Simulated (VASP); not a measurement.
# Ga9As8 (a cell with a defect) in VASP: a series of runs

Runs on Ga9As8 (a cell with a defect). Level: PBE. Tasks: single point.

Everything below comes from runs of VASP 6.6.1. Logs are shortened: lines on timing, memory, paths and dates and some standing lists are left out, and cuts for length are marked.

## (1) The cell of the first run

The cell holds a defect, 17 atoms: a = 8.132 Å, b = 8.132 Å, c = 8.132 Å, α = 60.00°, β = 60.00°, γ = 60.00°.

## (2) Single point, PBE

Contents of INCAR:

```
SYSTEM = Ga9As8
PREC = Accurate
ENCUT = 520
EDIFF = 1E-6
ISMEAR = -1
SIGMA = 0.15
LREAL = Auto
LASPH = .True.
NELM = 80
ALGO = Normal
ISIF = 2
LWAVE = .False.
LCHARG = .False.
GGA = PE
NBANDS = 92
```

Contents of KPOINTS:

```
Automatic mesh
0
Gamma
  2 2 2
  0 0 0
```

Contents of POSCAR:

```
Ga9As8
1.0
    0.0000000000      5.7501820000      5.7501820000
    5.7501820000      0.0000000000      5.7501820000
    5.7501820000      5.7501820000      0.0000000000
Ga As
9 8
Direct
   -0.0230862258     -0.0103214124      0.0360771190
    0.0178168274      0.0091562319      0.5223573793
    0.0216254025      0.4743762893     -0.0394161437
   -0.0410595699      0.4878628190      0.4454815517
    0.5447479749     -0.0000695630     -0.0339641424
    0.5051927052      0.0319207288      0.5075578477
    0.5641821424      0.4728459030      0.0004086827
    0.4395078278      0.5196096402      0.5462696659
    0.2631568879      0.7284117268      0.2436966343
    0.1238395585      0.1176832316      0.1386564808
    0.1089443778      0.1448562845      0.6622138221
    0.1537081783      0.6228759368      0.0640240605
    0.0814061190      0.6050591094      0.6024331056
    0.6165978746      0.1175006287      0.1526299515
    0.6395710605      0.1684207561      0.5954333272
    0.6547271026      0.6186934605      0.1466214461
    0.5843728077      0.6426144425      0.6493098827
```

Potentials or basis: VASP PAW PBE potentials, release 64 (Ga_d, As).

The run is started by

```
$ cat potpaw_PBE.64/Ga_d/POTCAR potpaw_PBE.64/As/POTCAR > POTCAR
$ mpirun -np 1 vasp_std > vasp.out
```

OUTCAR:

```text
SYSTEM = Ga9As8
   PREC = Accurate
   ENCUT = 520
   EDIFF = 1E-6
   ISMEAR = -1
   LREAL = Auto
   LASPH = .True.
   NELM = 80
   ISIF = 2
   GGA = PE

 ion  position               nearest neighbor table
   1  0.977  0.990  0.036-  14 2.39  11 2.50  10 2.51  12 2.53   9 2.86
   2  0.018  0.009  0.522-  11 2.44  15 2.54  10 2.56  13 2.83
   3  0.022  0.474  0.961-  10 2.41  13 2.42  16 2.52  12 2.56
   4  0.959  0.488  0.445-  11 2.49  12 2.60  17 2.61  13 2.64
   5  0.545  1.000  0.966-  15 2.48  14 2.54  16 2.56  10 2.80
   6  0.505  0.032  0.508-  14 2.38  15 2.39  17 2.61  11 2.64
   7  0.564  0.473  0.000-  14 2.40  17 2.43  16 2.55  12 2.78   9 2.90
   8  0.440  0.520  0.546-  15 2.41  17 2.47  13 2.48  16 2.72   9 2.81
   9  0.263  0.728  0.244-  13 2.44  10 2.59  16 2.63  12 2.64   8 2.81   1 2.86   7 2.90
  10  0.124  0.118  0.139-   3 2.41   1 2.51   2 2.56   9 2.59   5 2.80
  11  0.109  0.145  0.662-   2 2.44   4 2.49   1 2.50   6 2.64
  12  0.154  0.623  0.064-   1 2.53   3 2.56   4 2.60   9 2.64   7 2.78
  13  0.081  0.605  0.602-   3 2.42   9 2.44   8 2.48   4 2.64   2 2.83
  14  0.617  0.118  0.153-   6 2.38   1 2.39   7 2.40   5 2.54
  15  0.640  0.168  0.595-   6 2.39   8 2.41   5 2.48   2 2.54
  16  0.655  0.619  0.147-   3 2.52   7 2.55   5 2.56   9 2.63   8 2.72
  17  0.584  0.643  0.649-   7 2.43   8 2.47   4 2.61   6 2.61

  LATTYP: Found a face centered cubic cell.
 ALAT       =    11.5003640000

  Lattice vectors:

 A1 = (   0.0000000000,   5.7501820000,   5.7501820000)
 A2 = (   5.7501820000,   0.0000000000,   5.7501820000)
 A3 = (   5.7501820000,   5.7501820000,   0.0000000000)

Analysis of symmetry for initial positions (statically):
=====================================================================
 Subroutine PRICEL returns:
 Original cell was already a primitive cell.

 Routine SETGRP: Setting up the symmetry group for a
 face centered cubic supercell.

 Subroutine GETGRP returns: Found  1 space group operations
 (whereof  1 operations were pure point group operations)
 out of a pool of 48 trial point group operations.

The static configuration has the point symmetry C_1 .

Analysis of symmetry for dynamics (positions and initial velocities):
=====================================================================
 Subroutine PRICEL returns:
 Original cell was already a primitive cell.

 Routine SETGRP: Setting up the symmetry group for a
 face centered cubic supercell.

 Subroutine GETGRP returns: Found  1 space group operations
 (whereof  1 operations were pure point group operations)
 out of a pool of 48 trial point group operations.

The dynamic configuration has the point symmetry C_1 .

[... 118 lines left out ...]
   ISYM   =      2    0-nonsym 1-usesym 2-fastsym
   POTIM  = 0.5000    time-step for ionic-motion
   TEBEG  =    0.0;   TEEND  =   0.0 temperature during run
   PSTRESS=    0.0 pullay stress
   NELECT =     157.0000    total number of electrons
   NUPDOWN=      -1.0000    fix difference up-down
   EMIN   =  10.00;   EMAX   =-10.00  energy-range for DOS
   EFERMI =   0.00;   METHOD = LEGACY
   ISMEAR =    -1;   SIGMA  =   0.15  broadening in eV -4-tet -1-fermi 0-gaus
   EFERMI_NEDOS =   21; number of points for ismear=-14 and -15
   IALGO  =     38    algorithm
   IMIX   =      4    mixing-type and parameters
     AMIX     =   0.40;   BMIX     =  1.00
     AMIX_MAG =   1.60;   BMIX_MAG =  1.00
  volume/ion in A,a.u.               =      22.37       150.95
  Fermi-wavevector in a.u.,A,eV,Ry     =   1.219036  2.303644 20.218914  1.486048
  Thomas-Fermi vector in A             =   2.354302
   LORBIT       =      0    0 simple, 1 ext, 2 COOP (PROOUT), +10 PAW based schemes
   GGA     = PE    functional components
   LHFCALC =     F    Hartree Fock is set to
   AEXX    =    0.0000 exact exchange contribution
   IVDW    =     0    specifies the selected vdW correction
   LEPSILON=     F    determine dielectric tensor
   LRPA    =     F    only Hartree local field effects (RPA)
 non-spin polarized calculation
  energy-cutoff  :      520.00
  volume of cell :      380.25
 maximum number of plane-waves:     10272
   NGX = 31   NGY = 31   NGZ = 31

 number of electron     157.0000008 magnetization

 Free energy of the ion-electron system (eV)
  ---------------------------------------------------
  ext. energy  EPLUGINS =         0.00000000
  ---------------------------------------------------
  free energy    TOTEN  =       -64.31174147 eV

  energy without entropy =      -63.99350571  energy(sigma->0) =      -64.15262359

 E-fermi :   4.4853     XC(G=0):  -9.7135

 val. band max:        4.4852418151   @ k =   0.0000   0.0000   0.5000
 cond. band min:       4.5212963670   @ k =   0.5000   0.0000   0.0000
 fundamental gap:      0.0360545519
 Fermi energy:         4.4852625694

 k-point     1 :       0.0000    0.0000    0.0000
  band No.  band energies     occupation
      1     -10.9778      2.00000
      2     -10.9409      2.00000
      3     -10.9260      2.00000
      4     -10.8992      2.00000
      5     -10.8885      2.00000
      6     -10.8769      2.00000
[... 733 lines left out ...]
     89       7.8211      0.00000
     90       8.1363      0.00000
 [bands above 90 left out]

------------------------ aborting loop because EDIFF is reached ----------------------------------------

  FORCE on cell =-STRESS in cart. coord.  units (eV):
  Direction    XX          YY          ZZ          XY          YZ          ZX
  --------------------------------------------------------------------------------------
  -------------------------------------------------------------------------------------
  Total        9.4557308     11.5106988     10.7749886      0.8377407     -2.3960014      0.1468744
  in kB       39.8410625     48.4995270     45.3996633      3.5297621    -10.0953850      0.6188451
  external PRESSURE =      44.5800843 kB  Pullay stress =       0.0000000 kB

 VOLUME and BASIS-vectors are now :
 -----------------------------------------------------------------------------
  energy-cutoff  :      520.00
  volume of cell :      380.25
      direct lattice vectors                 reciprocal lattice vectors
     0.000000000  5.750182000  5.750182000    -0.086953769  0.086953769  0.086953769
     5.750182000  0.000000000  5.750182000     0.086953769 -0.086953769  0.086953769
     5.750182000  5.750182000  0.000000000     0.086953769  0.086953769 -0.086953769

 POSITION                                       TOTAL-FORCE (eV/Angst)
 -----------------------------------------------------------------------------------
      5.89828      5.82488     11.30826        -0.394105     -0.009339      0.439447
      3.05630      3.10610      0.15510        -0.547179     -0.221059     -0.526059
      8.25128      5.64788      2.85210         0.589936      0.120292      0.118025
      5.36690      8.07568      8.31938         0.275804     -0.312107     -0.117940
     11.30466      8.68728      8.88218         0.516402     -0.160873     -0.598362
      3.10210      5.82350      3.08850         0.257322      0.092333     -1.653472
[... 9 lines left out ...]
      4.40070      4.60790      7.32240        -0.003394     -0.312188     -0.072623
      7.42880      7.09390      7.05540        -0.391028     -0.177097      1.011464
 -----------------------------------------------------------------------------------
    total drift:                                0.008322      0.000203      0.011076

  FREE ENERGIE OF THE ION-ELECTRON SYSTEM (eV)
  ---------------------------------------------------
  free  energy   TOTEN  =       -64.3117414731 eV

  energy  without entropy=      -63.9935057084  energy(sigma->0) =      -64.15262359
```

OSZICAR:

```text
N       E                     dE             d eps       ncg     rms          rms(c)
DAV:   1     0.172637466359E+04    0.17264E+04   -0.66550E+04  1584   0.249E+03
DAV:   2     0.330732676130E+03   -0.13956E+04   -0.13512E+04  1480   0.718E+02
DAV:   3    -0.278817588338E+02   -0.35861E+03   -0.33949E+03  1788   0.228E+02
DAV:   4    -0.628319953333E+02   -0.34950E+02   -0.33756E+02  1676   0.675E+01
DAV:   5    -0.656300418848E+02   -0.27980E+01   -0.27365E+01  1992   0.189E+01    0.845E+00
DAV:   6    -0.644292218966E+02    0.12008E+01   -0.26507E+00  2128   0.140E+01    0.472E+00
DAV:   7    -0.643066400382E+02    0.12258E+00   -0.15367E+00  1760   0.684E+00    0.147E+00
DAV:   8    -0.643027868663E+02    0.38532E-02   -0.28757E-01  1760   0.958E+00    0.455E-01
DAV:   9    -0.643097874498E+02   -0.70006E-02   -0.71987E-02  1728   0.267E+00    0.171E-01
DAV:  10    -0.643106721556E+02   -0.88471E-03   -0.22727E-02  1848   0.164E+00    0.954E-02
DAV:  11    -0.643113745888E+02   -0.70243E-03   -0.71799E-03  1632   0.107E+00    0.588E-02
DAV:  12    -0.643116218683E+02   -0.24728E-03   -0.16842E-03  1840   0.477E-01    0.231E-02
DAV:  13    -0.643117215262E+02   -0.99658E-04   -0.68983E-04  1688   0.219E-01    0.129E-02
DAV:  14    -0.643117330855E+02   -0.11559E-04   -0.14923E-04  1872   0.155E-01    0.633E-03
DAV:  15    -0.643117400514E+02   -0.69659E-05   -0.66684E-05  2080   0.603E-02    0.242E-03
DAV:  16    -0.643117413375E+02   -0.12861E-05   -0.96214E-06  1624   0.232E-02    0.132E-03
DAV:  17    -0.643117414731E+02   -0.13557E-06   -0.64069E-07   904   0.139E-02
   1 F= -.64311741E+02 E0= -.64152624E+02  d E =-.318236E+00
```

It took 5.4 min on 1 thread of Intel Xeon 6975P-C (Granite Rapids), shared host; peak memory 0.56 GiB.

What came out:

* Free energy: -64.3117 eV
* Pressure: 4.5 GPa
* Largest force: 1.676 eV/Å
* Band gap on the k mesh: zero (an odd number of electrons rules out a gap without spin polarisation)

Forces on the atoms (eV/Å):
```
Ga  -0.394 -0.009  0.439
Ga  -0.547 -0.221 -0.526
Ga   0.590  0.120  0.118
Ga   0.276 -0.312 -0.118
Ga   0.516 -0.161 -0.598
Ga   0.257  0.092 -1.653
Ga   0.510 -0.299  0.218
Ga   0.037  0.164  0.455
Ga  -0.632 -0.320  0.526
As  -0.435  0.698  0.405
As  -0.705  0.145  0.409
As   0.229  0.348 -0.482
As   1.225  0.052  0.281
As  -0.545 -0.696 -0.199
As   0.012  0.889 -0.213
As  -0.003 -0.312 -0.073
As  -0.391 -0.177  1.011
```

Levels at points of the mesh, in eV from the Fermi level:
```csv
k point,band 76,band 77,band 78,band 79,band 80,band 81
"(0.00, 0.00, 0.00)",-1.02,-0.59,-0.57,-0.47,-0.22,-0.04
"(0.50, 0.00, 0.00)",-1.23,-0.99,-0.86,0.04,0.36,0.68
"(0.00, 0.50, 0.00)",-1.13,-1.09,-0.64,0.30,0.52,0.63
"(0.00, 0.00, 0.50)",-1.10,-0.96,-0.81,0.00,0.56,0.81
"(0.50, 0.50, 0.50)",-1.11,-1.05,-0.94,-0.08,0.63,1.01
"(0.50, 0.50, 0.00)",-1.58,-1.46,-0.03,0.65,1.16,1.46
"(0.00, 0.50, 0.50)",-1.61,-1.47,-0.30,0.75,1.04,1.35
"(0.50, 0.00, 0.50)",-1.46,-1.25,-0.17,0.41,0.94,1.28
```

Caveat: the k points lie up to 0.47 Å⁻¹ apart, too coarse for converged energies and pressures of a metal.

## (3) Single point, PBE

Contents of INCAR:

```
SYSTEM = Ga9As8
PREC = Accurate ; ENCUT = 520
EDIFF = 1E-7 ; ISMEAR = -1
SIGMA = 0.002 ; LREAL = Auto
LASPH = .True. ; NELM = 80
ALGO = Normal ; ISIF = 2
LWAVE = .False. ; LCHARG = .True.
GGA = PE ; LELF = .True.
LVHAR = .True. ; NBANDS = 92
```

Contents of KPOINTS:

```
regular mesh
0
Gamma
  2 2 2
  0 0 0
```

Contents of POSCAR:

```
Ga9As8
1.0
    0.0000000000      5.7501820000      5.7501820000
    5.7501820000      0.0000000000      5.7501820000
    5.7501820000      5.7501820000      0.0000000000
Ga As
9 8
Direct
   -0.0294077648      0.0349380246      0.0288338700
   -0.0389205072     -0.0156690693      0.5377395011
    0.0318946426      0.4790630975     -0.0378596712
   -0.0349815015      0.4489683979      0.4134390877
    0.4737241360     -0.0025042686      0.0755628257
    0.5183835920      0.0114778976      0.5040710016
    0.5287050045      0.5199400645     -0.0238862005
    0.5106707927      0.5060100706      0.5015058654
    0.2558527713      0.7011082432      0.2457835248
    0.0993012047      0.1293698182      0.1616818389
    0.1334305592      0.0954491527      0.6708744175
    0.1353261514      0.6545792811      0.0532417930
    0.1381956258      0.5972419656      0.6025809270
    0.6209542585      0.1521690966      0.1261873102
    0.5902421871      0.1545864114      0.6597356397
    0.6624312065      0.6345016558      0.1230048023
    0.6541619030      0.6481794837      0.5984419276
```

Potentials or basis: VASP PAW PBE potentials, release 64 (Ga_d, As).

The run is started by

```
$ cat potpaw_PBE.64/Ga_d/POTCAR potpaw_PBE.64/As/POTCAR > POTCAR
$ mpirun -np 1 vasp_std > vasp.out
```

Wall time 5.5 min (1 thread of Intel Xeon 6975P-C (Granite Rapids), shared host); peak memory 0.56 GiB.

The run converged. Its results:

| Item | Value |
| --- | --- |
| Free energy | -63.5754 eV |
| Pressure | 5.0 GPa |
| Largest force | 2.090 eV/Å |
| Band gap on the k mesh | zero (an odd number of electrons rules out a gap without spin polarisation) |

Forces on the atoms (eV/Å):
```
Ga  -1.381  0.062  0.186
Ga   0.491  1.122  0.368
Ga   0.578 -0.165 -0.021
Ga  -0.510  1.060  0.322
Ga  -0.981 -1.060  0.339
Ga   0.816 -0.546 -0.125
Ga  -0.172 -0.307  0.495
Ga   0.781 -0.128  0.737
Ga   0.102 -0.372  0.484
As   0.368  1.068  0.228
As  -1.149 -1.708  0.363
As  -0.046  0.135 -0.364
As   0.732 -0.187 -0.307
As   1.136 -0.009 -0.520
As  -0.623  1.152 -0.951
As  -0.377 -0.132 -0.439
As   0.234  0.013 -0.796
```

Stress tensor (GPa, compression positive):
```
 5.21  0.11  0.01
 0.11  4.66 -0.10
 0.01 -0.10  5.15
```

Levels at points of the mesh, in eV from the Fermi level:
```tsv
k point	band 74	band 75	band 76	band 77	band 78	band 79	band 80	band 81	band 82	band 83
(0.00, 0.00, 0.00)	-1.51	-1.35	-1.03	-0.81	-0.63	-0.43	-0.39	0.01	0.09	0.25
(0.50, 0.00, 0.00)	-1.54	-1.50	-1.12	-1.02	-0.65	0.01	0.40	0.82	1.16	1.25
(0.00, 0.50, 0.00)	-1.78	-1.20	-1.11	-0.93	-0.77	-0.01	0.27	0.86	1.13	1.29
(0.00, 0.00, 0.50)	-1.76	-1.54	-1.12	-0.92	-0.70	0.03	0.19	0.67	0.80	0.85
(0.50, 0.50, 0.50)	-1.49	-1.39	-1.34	-0.92	-0.88	-0.39	0.66	0.72	0.94	1.19
(0.50, 0.50, 0.00)	-1.88	-1.78	-1.73	-1.26	-0.32	0.66	1.05	1.16	1.46	1.75
(0.00, 0.50, 0.50)	-2.01	-1.51	-1.46	-1.11	-0.38	0.37	0.73	1.24	1.60	1.70
(0.50, 0.00, 0.50)	-1.94	-1.76	-1.64	-1.06	-0.06	0.51	1.00	1.33	1.63	1.69
```

Caveat: the k points lie up to 0.47 Å⁻¹ apart, too coarse for converged energies and pressures of a metal; the atoms stand as in a frame of molecular dynamics.

## (4) Single point, PBE

Contents of INCAR:

```
ALGO = Normal
EDIFF = 1E-6
ENCUT = 520
GGA = PE
ISIF = 2
ISMEAR = -1
LASPH = T
LCHARG = F
LREAL = Auto
LWAVE = F
NBANDS = 92
NELM = 100
PREC = Accurate
SIGMA = 0.002
```

Contents of KPOINTS:

```
k-points
0
Gamma
  2 2 2
```

Contents of POSCAR:

```
Ga9As8
1.0
    0.0000000000      5.7501820000      5.7501820000
    5.7501820000      0.0000000000      5.7501820000
    5.7501820000      5.7501820000      0.0000000000
Ga As
9 8
Direct
   -0.0031216403      0.0973969172     -0.0549286962
   -0.0011999620     -0.1060835987      0.5980158541
   -0.0572416664      0.4960103871      0.0433290633
    0.0422682273      0.5242181900      0.4326036985
    0.4924365872      0.0187994050      0.0366249277
    0.5077926229     -0.0062258899      0.5113229460
    0.5261137821      0.5157662836     -0.0701629966
    0.5089838896      0.4802543641      0.5283397986
    0.2124019727      0.7883141786      0.2294449115
    0.1008489818      0.1341174940      0.1623600783
    0.1280133394      0.1414563922      0.5836684821
    0.1401868671      0.6516837206      0.0491810520
    0.1381260628      0.4967407988      0.6909259568
    0.6541879892      0.1303437004      0.1341696663
    0.6354581472      0.1047966830      0.6440491797
    0.5601300968      0.6508228783      0.1562820099
    0.6654224162      0.6396493189      0.5664342450
```

The run is started by

```
$ cat potpaw_PBE.64/Ga_d/POTCAR potpaw_PBE.64/As/POTCAR > POTCAR
$ mpirun -np 1 vasp_std > vasp.out
```

Run time: 4.7 min. Hardware: 1 thread of Intel Xeon 6975P-C (Granite Rapids), shared host; peak memory 0.55 GiB.

Results (log left out):

```yaml
Free_energy: -63.5197 eV
Pressure: 4.7 GPa
Largest_force: 1.793 eV/Å
Band_gap_on_the_k_mesh: zero (an odd number of electrons rules out a gap without spin polarisation)
```

Forces in eV/Å, atoms in the order of the input:
```
Ga  -0.963  0.209  0.304
Ga   0.076  0.145  0.520
Ga   0.598 -0.340  0.359
Ga  -0.610 -0.196 -0.971
Ga  -0.438 -0.593  0.654
Ga   0.794 -0.685  0.239
Ga   0.522  0.940 -0.779
Ga  -0.480 -0.282 -0.542
Ga   0.178 -0.218 -1.353
As   0.467  0.279  0.577
As  -0.430  0.448 -0.202
As   0.001 -0.382  0.146
As   0.565 -0.076  1.015
As   0.621 -1.195 -0.194
As   0.497  0.518 -0.382
As  -1.333  1.006  0.653
As  -0.065  0.420 -0.044
```

Stress tensor (GPa, compression positive):
```
 4.79 -0.78  1.01
-0.78  5.01  0.23
 1.01  0.23  4.32
```

Levels at points of the mesh, in eV from the Fermi level:
```csv
k point,band 74,band 75,band 76,band 77,band 78,band 79,band 80,band 81,band 82,band 83
"(0.00, 0.00, 0.00)",-1.62,-1.23,-0.74,-0.70,-0.63,-0.39,-0.06,-0.02,0.14,0.32
"(0.50, 0.00, 0.00)",-1.62,-1.28,-1.20,-1.13,-0.59,-0.12,0.31,0.72,0.96,1.01
"(0.00, 0.50, 0.00)",-1.78,-1.41,-1.22,-1.08,-0.59,0.02,0.49,0.76,1.02,1.18
"(0.00, 0.00, 0.50)",-1.65,-1.33,-1.27,-1.12,-0.94,-0.18,0.48,0.72,0.97,1.27
"(0.50, 0.50, 0.50)",-1.65,-1.54,-1.22,-0.95,-0.50,0.14,0.46,0.91,1.07,1.08
"(0.50, 0.50, 0.00)",-1.77,-1.74,-1.57,-1.32,-0.36,0.27,0.85,1.34,1.66,1.82
"(0.00, 0.50, 0.50)",-1.86,-1.76,-1.57,-1.41,-0.39,0.53,1.04,1.24,1.54,1.59
"(0.50, 0.00, 0.50)",-1.88,-1.63,-1.53,-1.37,0.09,0.27,0.74,1.35,1.55,1.65
```

Caveat: the k points lie up to 0.47 Å⁻¹ apart, too coarse for converged energies and pressures of a metal; the atoms stand as in a frame of molecular dynamics.

## (5) Overview

```csv
cell,smearing,gap on the mesh (eV),pressure (GPa),largest force (eV/Å)
"as given, atomic positions A",fermi-dirac 0.15 eV,none,4.5,1.68
"as given, atomic positions B",fermi-dirac 0.002 eV,none,5.0,2.09
"as given, atomic positions C",fermi-dirac 0.002 eV,none,4.7,1.79
```

Alike in all rows: task single point; level PBE; potentials or basis VASP PAW PBE potentials, release 64 (Ga_d, As); no spin polarisation; k mesh 2 × 2 × 2; cutoff (eV) 520.

Caveats: all runs use coarse meshes; the atoms stand as in a frame of molecular dynamics (at least some runs).

Absolute energies hang on the potentials; compare differences alone.
